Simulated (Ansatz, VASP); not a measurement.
Two plane-wave programs on Ti3Al

```xyz
4
Lattice="2.8794 0.0000 0.0000 -1.4397 2.4937 0.0000 0.0000 0.0000 9.5569" Properties=species:S:1:pos:R:3 pbc="T T T"
Ti    1.4397    0.8312    0.0000
Ti    0.0000    1.6624    7.2238
Ti    0.0000    1.6624    2.3331
Al    1.4397    0.8312    4.7784
```

Alike in both runs: task single point; functional PBE; k mesh 15 × 15 × 6; occupations gaussian, width 0.15 eV; no spin polarisation.

```csv
,VASP,Ansatz
version,VASP 6.6.1,Ansatz 0.2.0
potentials or method,"VASP PAW PBE potentials, release 64 (Ti_sv, Al), cutoff 520 eV","scalar-relativistic, plane waves, PAW"
valence electrons in the cell,39,39
```

Ansatz gave:

| Property | Result |
| --- | --- |
| gap on the k mesh at the Fermi level (eV) | none |
| pressure (GPa) | 0.1 |
| traceless stress, the component that is largest in VASP (GPa) | -5.50 |
| rms of the force components (eV/Å) | 0.184 |

Problem. Which values does VASP return?

Solution. gap on the k mesh at the Fermi level (eV): none; pressure (GPa): 0.0; traceless stress, the component that is largest in VASP (GPa): -5.46; rms of the force components (eV/Å): 0.181.

Atom by atom the forces differ by 0.004 eV/Å (rms over components). A gap of «none» marks a metal or a gap that the smearing closes. With one functional, cell and mesh, what is left measures potentials, basis and numerics.
